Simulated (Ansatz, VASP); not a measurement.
**One calculation of Mo, two programs**

```
Mo
1.0
     4.67445    0.00000    0.00000
    -2.33722    4.04819    0.00000
     0.00000    0.00000    2.55649
Mo
3
Cartesian
  -2.3372 4.0482 2.5565
  0.0000 2.6988 1.2782
  2.3372 1.3494 1.2782
```

Alike in both runs: task single point; functional BLYP; k mesh 9 × 9 × 14; occupations fermi-dirac, width 0.1 eV; no spin polarisation.

|  | VASP | Ansatz |
| --- | --- | --- |
| version | VASP 6.6.1 | Ansatz 0.2.0 |
| potentials or method | VASP PAW PBE potentials, release 64 (Mo_sv), cutoff 520 eV | plane waves (420 eV) with PAW, scalar-relativistic |
| valence electrons in the cell | 42 | 42 |

|  | VASP | Ansatz | Ansatz less VASP |
| --- | --- | --- | --- |
| pressure (GPa) | 10.4 | 9.5 | -0.94 |
| traceless stress, the component that is largest in VASP (GPa) | 0.17 | -0.03 | -0.193 |

VASP's potentials were made for PBE, not for BLYP.
